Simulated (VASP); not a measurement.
Runs of VASP 6.6.1 on GaSb. The structure is that of space group F-43m (No. 216), or close to it. The cells are those of the table. 

```csv
cell,gap on the mesh (eV),pressure (GPa)
"a = 4.476 Å, angles 60.0°, 2 atoms",(b),-4.0
"a = 4.155 Å, angles 60.0°, 2 atoms",0.88,(a)
"a = 4.326 Å, angles 60.0°, 2 atoms",0.45,0.5
"a = 4.202 Å, angles 60.0°, 2 atoms",0.90,(c)
```

Alike in all rows: task single point; level r2SCAN; potentials or basis VASP PAW PBE potentials, release 64 (Ga_d, Sb); no spin polarisation; k mesh 10 × 10 × 10; cutoff (eV) 520; smearing gaussian 0.02 eV.

Problem. Fill in the values left out.

Solution. (a) 9.4; (b) none; (c) 6.4.

Caveats: the PAW data sets were made with another functional, which shifts forces and pressure a little; spin-orbit coupling is left out, which moves the levels of the heavy elements; semilocal functionals underestimate gaps, and a narrow one can read as zero (at least some runs); the cell stands under pressure (at least some runs); the cell stands under tension (at least some runs).

A k mesh can miss the band edges, and the runs leave out spin-orbit coupling on Ga, Sb.
